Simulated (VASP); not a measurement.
# SnSe2 (R-3m) in VASP: dielectric tensor with PBE

Aim: the dielectric tensor of SnSe2 with PBE.

Program: VASP 6.6.1. These are calculated values, not measurements. Logs are shortened: lines on timing, memory, paths and dates and some standing lists are left out, and cuts for length are marked.

**1. The cell of the first run**

The structure is trigonal, space group R-3m (No. 166). The conventional cell has a = 3.825 Å, b = 3.825 Å, c = 19.005 Å, α = 90.00°, β = 90.00°, γ = 120.00°. Sn (site symmetry -3m) has 6 Se at 2.71 Å within 3.6 Å. Within 3.6 Å of Se (site symmetry 3m) lie 3 Sn at 2.71 Å.

**2. Dielectric tensor, PBE**

Contents of INCAR:

```
PREC = Accurate
ENCUT = 520
EDIFF = 1E-8
ISMEAR = 0
SIGMA = 0.01
LREAL = False
LASPH = True
NELM = 100
ALGO = Normal
ISIF = 2
LWAVE = False
LCHARG = False
GGA = PE
LEPSILON = True
```

Contents of KPOINTS:

```
regular mesh
0
Gamma
  6 6 6
```

Contents of POSCAR:

```
SnSe2
1.0
    1.9122916093      1.1040620754      6.3350940540
   -1.9122916093      1.1040620754      6.3350940540
    0.0000000000     -2.2081241508      6.3350940540
Sn Se
1 2
Direct
    0.0000000000      0.0000000000      0.0000000000
    0.2505568941      0.2505568941      0.2505568941
    0.7494431059      0.7494431059      0.7494431059
```

Potentials or basis: VASP PAW PBE potentials, release 64 (Sn_d, Se).

Launch:

```bash
$ cat potpaw_PBE.64/Sn_d/POTCAR potpaw_PBE.64/Se/POTCAR > POTCAR
$ mpirun -np 1 vasp_std > vasp.out
```

OUTCAR:

```text
PREC = Accurate
   ENCUT = 520
   EDIFF = 1E-8
   ISMEAR = 0
   LREAL = False
   LASPH = True
   NELM = 100
   ISIF = 2
   GGA = PE
   LEPSILON = True

 ion  position               nearest neighbor table
   1  0.000  0.000  0.000-   3 2.71   3 2.71   2 2.71   2 2.71   3 2.71   2 2.71
   2  0.251  0.251  0.251-   1 2.71   1 2.71   1 2.71
   3  0.749  0.749  0.749-   1 2.71   1 2.71   1 2.71

  LATTYP: Found a trigonal (rhomboedric) cell.
 ALAT       =     6.7088917817
 COS(alpha) =     0.8375062499

  Lattice vectors:

 A1 = (   1.9122916093,   1.1040620754,   6.3350940540)
 A2 = (  -1.9122916093,   1.1040620754,   6.3350940540)
 A3 = (   0.0000000000,  -2.2081241508,   6.3350940540)

Analysis of symmetry for initial positions (statically):
=====================================================================
 Subroutine PRICEL returns:
 Original cell was already a primitive cell.

 Routine SETGRP: Setting up the symmetry group for a
 trigonal (rhombohedral) supercell.

 Subroutine GETGRP returns: Found 12 space group operations
 (whereof 12 operations were pure point group operations)
 out of a pool of 12 trial point group operations.

The static configuration has the point symmetry D_3d.

Analysis of symmetry for dynamics (positions and initial velocities):
=====================================================================
 Subroutine PRICEL returns:
 Original cell was already a primitive cell.

 Routine SETGRP: Setting up the symmetry group for a
 trigonal (rhombohedral) supercell.

 Subroutine GETGRP returns: Found 12 space group operations
 (whereof 12 operations were pure point group operations)
 out of a pool of 12 trial point group operations.

The dynamic configuration has the point symmetry D_3d.

 Subroutine INISYM returns: Found 12 space group operations
 (whereof 12 operations are pure point group operations),
 and found     1 'primitive' translations

----------------------------------------------------------------------------------------

                                     Primitive cell

  volume of cell :      80.2513

  direct lattice vectors                    reciprocal lattice vectors
     1.912291609  1.104062075  6.335094054     0.261466399  0.150957696  0.052616951
    -1.912291609  1.104062075  6.335094054    -0.261466399  0.150957696  0.052616951
     0.000000000 -2.208124151  6.335094054     0.000000000 -0.301915391  0.052616951

  length of vectors
     6.708891782  6.708891782  6.708891782     0.306466062  0.306466062  0.306466062

  position of ions in fractional coordinates (direct lattice)
     0.000000000  0.000000000  0.000000000
     0.250556894  0.250556894  0.250556894
     0.749443106  0.749443106  0.749443106

  ion indices of the primitive-cell ions
   primitive index   ion index
                 1           1
                 2           2
                 3           3

----------------------------------------------------------------------------------------

 KPOINTS: regular mesh

Automatic generation of k-mesh.
 Grid dimensions read from file:
 generate k-points for:    6    6    6

 Generating k-lattice:

  Cartesian coordinates                     Fractional coordinates (reciprocal lattice)
     0.043577733  0.025159616  0.008769492     0.166666667  0.000000000  0.000000000
    -0.043577733  0.025159616  0.008769492     0.000000000  0.166666667  0.000000000
     0.000000000 -0.050319232  0.008769492     0.000000000  0.000000000  0.166666667

  Length of vectors
     0.051077677  0.051077677  0.051077677

  Shift w.r.t. Gamma in fractional coordinates (k-lattice)
     0.000000000  0.000000000  0.000000000
[... 75 lines left out ...]
   LORBIT       =      0    0 simple, 1 ext, 2 COOP (PROOUT), +10 PAW based schemes
   GGA     = PE    functional components
   LHFCALC =     F    Hartree Fock is set to
   AEXX    =    0.0000 exact exchange contribution
   IVDW    =     0    specifies the selected vdW correction
   LEPSILON=     T    determine dielectric tensor
   LRPA    =     F    only Hartree local field effects (RPA)
 non-spin polarized calculation
 Gauss-broadening in eV      SIGMA  =   0.01
  energy-cutoff  :      520.00
  volume of cell :       80.25
 maximum number of plane-waves:      2184
 NGX is ok and might be reduce to    50
   NGX = 25   NGY = 25   NGZ = 25

--------------------------------------- Ionic step        1  -------------------------------------------

 number of electron      26.0000004 magnetization

 E-fermi :   3.8719     XC(G=0):  -9.2655

 val. band max:        3.7886007212   @ k =  -0.1667   0.1667   0.0000
 cond. band min:       4.0926855306   @ k =   0.5000   0.5000  -0.0000
 fundamental gap:      0.3040848094
 Fermi energy:         3.8719449713

 k-point     1 :       0.0000    0.0000    0.0000
  band No.  band energies     occupation
      1     -17.4652      2.00000
      2     -17.4652      2.00000
      3     -17.4299      2.00000
      4     -17.4177      2.00000
      5     -17.4177      2.00000
      6      -9.9781      2.00000
[... 457 lines left out ...]
      4     -17.4073      2.00000
      5     -17.3959      2.00000
      6      -8.4025      2.00000
[... 9 lines left out ...]
     16       9.1473      0.00000
     17       9.8212      0.00000

 [... further k-points ...]

  FORCE on cell =-STRESS in cart. coord.  units (eV):
  Direction    XX          YY          ZZ          XY          YZ          ZX
  --------------------------------------------------------------------------------------
  -------------------------------------------------------------------------------------
  Total        1.4701382      1.4701382      1.5288529      0.0000000     -0.0000000      0.0000000
  in kB       29.3505883     29.3505883     30.5227983      0.0000000     -0.0000000      0.0000000
  external PRESSURE =      29.7413250 kB  Pullay stress =       0.0000000 kB

 VOLUME and BASIS-vectors are now :
 -----------------------------------------------------------------------------
  energy-cutoff  :      520.00
  volume of cell :       80.25
      direct lattice vectors                 reciprocal lattice vectors
     1.912291609  1.104062075  6.335094054     0.261466399  0.150957696  0.052616951
    -1.912291609  1.104062075  6.335094054    -0.261466399  0.150957696  0.052616951
     0.000000000 -2.208124151  6.335094054     0.000000000 -0.301915391  0.052616951

 POSITION                                       TOTAL-FORCE (eV/Angst)
 -----------------------------------------------------------------------------------
      0.00000      0.00000      0.00000        -0.000000     -0.000000      0.000000
      0.00000      0.00000      4.76190         0.000000     -0.000000     -0.251526
      0.00000      0.00000     14.24338         0.000000      0.000000      0.251526
 -----------------------------------------------------------------------------------
    total drift:                                0.000000      0.000000      0.000000

  FREE ENERGIE OF THE ION-ELECTRON SYSTEM (eV)
  ---------------------------------------------------
  free  energy   TOTEN  =       -11.7996855783 eV

  energy  without entropy=      -11.7996855783  energy(sigma->0) =      -11.79968558

 HEAD OF MICROSCOPIC STATIC DIELECTRIC TENSOR (INDEPENDENT PARTICLE, excluding Hartree and local field effects)
 ------------------------------------------------------
          12.774261     0.000000    -0.000000
           0.000000    12.774261    -0.000000
           0.000000    -0.000000     9.952246
 ------------------------------------------------------

 Free energy of the ion-electron system (eV)
  ---------------------------------------------------
  ---------------------------------------------------
  free energy    TOTEN  =        -2.67172597 eV

  energy without entropy =       -2.67172597

------------------------ aborting loop because EDIFF is reached ----------------------------------------

--------------------------------------- Ionic step        2  -------------------------------------------

------------------------ aborting loop because EDIFF is reached ----------------------------------------

--------------------------------------- Ionic step        3  -------------------------------------------

 Free energy of the ion-electron system (eV)
  ---------------------------------------------------
  ---------------------------------------------------
  free energy    TOTEN  =        -1.44728364 eV

  energy without entropy =       -1.44728364

------------------------ aborting loop because EDIFF is reached ----------------------------------------

 PIEZOELECTRIC TENSOR FIELD DIRECTION 3  (e Angst)
 -----------------------------------------------------------------------------
    -0.00114  0.00000 -0.00000           ( -0.00001  0.00000 -0.00000)
    -0.00000 -0.00114 -0.00000           ( -0.00000 -0.00001  0.00000)
    -0.00000 -0.00000  0.00379           ( -0.00000  0.00000  0.00001)

 PIEZOELECTRIC TENSOR FIELD DIRECTION 3  (C/m^2)
 -----------------------------------------------------------------------------
    -0.00023  0.00000 -0.00000
    -0.00000 -0.00023 -0.00000
    -0.00000 -0.00000  0.00076

 MACROSCOPIC STATIC DIELECTRIC TENSOR (including local field effects in DFT)
 ------------------------------------------------------
          12.119645    -0.000000     0.000000
           0.000000    12.119645    -0.000000
           0.000000    -0.000000     6.987204
 ------------------------------------------------------

 PIEZOELECTRIC TENSOR (including local field effects)  for field in x, y, z        (e  Angst)
          XX          YY          ZZ          XY          YZ          ZX
  --------------------------------------------------------------------------------
  x     0.00000     0.00000     0.00000     0.00000     0.00000     0.00000
  y     0.00000     0.00000     0.00000     0.00000     0.00000     0.00000
  z     0.00000     0.00000     0.00000     0.00000     0.00000     0.00000

 PIEZOELECTRIC TENSOR (including local field effects)  for field in x, y, z        (C/m^2)
          XX          YY          ZZ          XY          YZ          ZX
  --------------------------------------------------------------------------------
  x     0.00000     0.00000     0.00000     0.00000     0.00000     0.00000
  y     0.00000     0.00000     0.00000     0.00000     0.00000     0.00000
  z     0.00000     0.00000     0.00000     0.00000     0.00000     0.00000

 BORN EFFECTIVE CHARGES (including local field effects) (in |e|, cummulative output)
 ---------------------------------------------------------------------------------
 ion    1
    1     5.15240     0.00000     0.00000
    2     0.00000     5.15240    -0.00000
    3     0.00000     0.00000     1.57885
 ion    2
    1    -2.57620     0.00000     0.00000
    2     0.00000    -2.57620     0.00000
    3     0.00000    -0.00000    -0.78942
 ion    3
    1    -2.57620     0.00000     0.00000
    2     0.00000    -2.57620     0.00000
    3     0.00000    -0.00000    -0.78942
```

Run time: 13 min. Hardware: 1 thread of Intel Xeon 6975P-C (Granite Rapids), shared host; peak memory 0.59 GiB.

Results:

```
Band gap on the k mesh                  : 0.30 eV (least direct gap 0.54 eV)
Electronic dielectric tensor (diagonal) : 12.12, 12.12, 6.99
Born charges (mean of the diagonal)     : Sn +3.96; Se -1.98 e
```

Electronic dielectric tensor:
```
12.12  0.00  0.00
 0.00 12.12  0.00
 0.00  0.00  6.99
```

Born effective charge tensors (e):
atom 1, Sn
```
5.15 0.00 0.00
0.00 5.15 0.00
0.00 0.00 1.58
```
atom 2, Se
```
-2.58  0.00  0.00
 0.00 -2.58  0.00
 0.00  0.00 -0.79
```
atom 3, Se
```
-2.58  0.00  0.00
 0.00 -2.58  0.00
 0.00  0.00 -0.79
```

Caveat: the gap is small at this level, which inflates the dielectric constant; semilocal functionals underestimate gaps, and a narrow one can read as zero; spin-orbit coupling is left out, which moves the levels of the heavy elements.
